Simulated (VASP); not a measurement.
Write the native input for VASP 6.6.1 that does the following.

```yaml
Task: single point
Functional: PBE
Potentials_or_basis: VASP PAW PBE potentials, release 64 (Zn, Se)
Cutoff: 500 eV
k_mesh: 4 × 4 × 4
Occupations: gaussian, width 0.1 eV
Spin: no spin polarisation
Dipole_correction: no
Further_INCAR_settings: ALGO = Normal; EDIFF = 1e-06; NBANDS = 52
```

The structure of Zn3Se lies in POSCAR:

```
Zn3Se
1.0
    5.2129888184      0.0000000000      0.0000000000
    0.0000000000      5.2129888184      0.0000000000
    0.0000000000      0.0000000000      5.2129888184
Zn Se
6 2
Direct
    0.0000000000      0.5000000000      0.2500000000
    0.0000000000      0.5000000000      0.7500000000
    0.2500000000      0.0000000000      0.5000000000
    0.7500000000      0.0000000000      0.5000000000
    0.5000000000      0.7500000000      0.0000000000
    0.5000000000      0.2500000000      0.0000000000
    0.0000000000      0.0000000000      0.0000000000
    0.5000000000      0.5000000000      0.5000000000
```

One way to write it, as run:

INCAR

```
PREC     = Accurate       # precision mode
ENCUT    = 500            # plane-wave cutoff, eV
EDIFF    = 1E-6           # SCF threshold, eV
ISMEAR   = 0              # smearing method
SIGMA    = 0.1            # smearing width, eV
LREAL    = False          # projectors in reciprocal space
LASPH    = True           # aspherical terms in the spheres
NELM     = 120            # most SCF steps
ALGO     = Normal         # electronic algorithm
ISIF     = 2              # what is computed and relaxed
LWAVE    = False          # write WAVECAR
LCHARG   = False          # write CHGCAR
GGA      = PE             # functional
NBANDS   = 52             # bands
GGA_COMPAT= False
```

KPOINTS

```
Automatic mesh
0
Gamma
  4 4 4
```

Potentials or basis: VASP PAW PBE potentials, release 64 (Zn, Se).

Launch:

```bash
$ cat potpaw_PBE.64/Zn/POTCAR potpaw_PBE.64/Se/POTCAR > POTCAR
$ mpirun -np 1 vasp_std > vasp.out
```

Results of the run:

```
Pressure               : 2.4 GPa
Band gap on the k mesh : zero (band 42 reaches 4.50 eV, above the bottom of band 43 at 3.37 eV)
```

Run time: 70 s on 1 thread of Intel(R) Xeon(R) Platinum 8488C (Sapphire Rapids) (shared host), peak memory 0.25 GiB.
